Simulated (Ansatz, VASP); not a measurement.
# Pb: VASP beside Ansatz

Contents of INCAR:

```
SYSTEM = Pb
PREC = Accurate
ENCUT = 520
EDIFF = 1E-8
ISMEAR = -1
SIGMA = 0.05
LREAL = .FALSE.
LASPH = .TRUE.
NELM = 80
ALGO = Normal
ISIF = 2
LWAVE = .FALSE.
LCHARG = .FALSE.
GGA = PS
LEFG = .TRUE.
NBANDS = 21
```

Contents of KPOINTS:

```
Automatic mesh
0
G
  12 12 7
  0 0 0
```

The input POSCAR:

```
Pb
1.0
    3.4089603348      0.0000000000      0.0000000000
   -1.7044801674      2.9522462504      0.0000000000
    0.0000000000      0.0000000000      5.4758863477
Pb
2
Direct
    0.3333333333      0.6666666667      0.2500000000
    0.6666666667      0.3333333333      0.7500000000
```

Input for Ansatz:

```yaml
crystal:
  lattice:
    - [3.4089603348, 0.0, 0.0]
    - [-1.7044801674, 2.9522462504, 0.0]
    - [0.0, 0.0, 5.4758863477]
  atoms:
    - { symbol: Pb, position: [0.3333333333, 0.6666666667, 0.25] }
    - { symbol: Pb, position: [0.6666666667, 0.3333333333, 0.75] }
kpoints:
  mp_grid: { grid: [12, 12, 7] }
scf:
  occupations: { method: fermi_dirac, width: 0.05 }
hamiltonian:
  xc: pbesol
  pseudopotentials: { kind: all_electron, datasets: crystal }
output:
  forces: true
  stress: true
  eigenvalues: true
  efg: { contact_densities: true }
```

Change from the starting cell: volume scaled by 0.94, crystal datasets.

Alike in both runs: task electric field gradients; functional PBEsol; k mesh 12 × 12 × 7; occupations fermi-dirac, width 0.05 eV; no spin polarisation.

```csv
,VASP,Ansatz
version,VASP 6.6.1,Ansatz 0.2.0
potentials or method,"VASP PAW PBE potentials, release 64 (Pb_d), cutoff 520 eV","all-electron PAW with datasets made for the crystal, scalar-relativistic"
```

Ansatz gave:

```
pressure (GPa)                                                : 4.6
traceless stress, the component that is largest in VASP (GPa) : -0.48
size of Vzz on the site where it differs most (V/Å²)          : 0.6
```

Problem. What did VASP give for the same quantities?

Solution. Pressure (GPa): 4.5; traceless stress, the component that is largest in VASP (GPa): -0.45; size of Vzz on the site where it differs most (V/Å²): 1.3.

VASP's potentials were made for PBE, not for PBEsol. Ansatz ran all-electron here, and VASP with PAW potentials.

Neither program's run includes spin-orbit coupling.
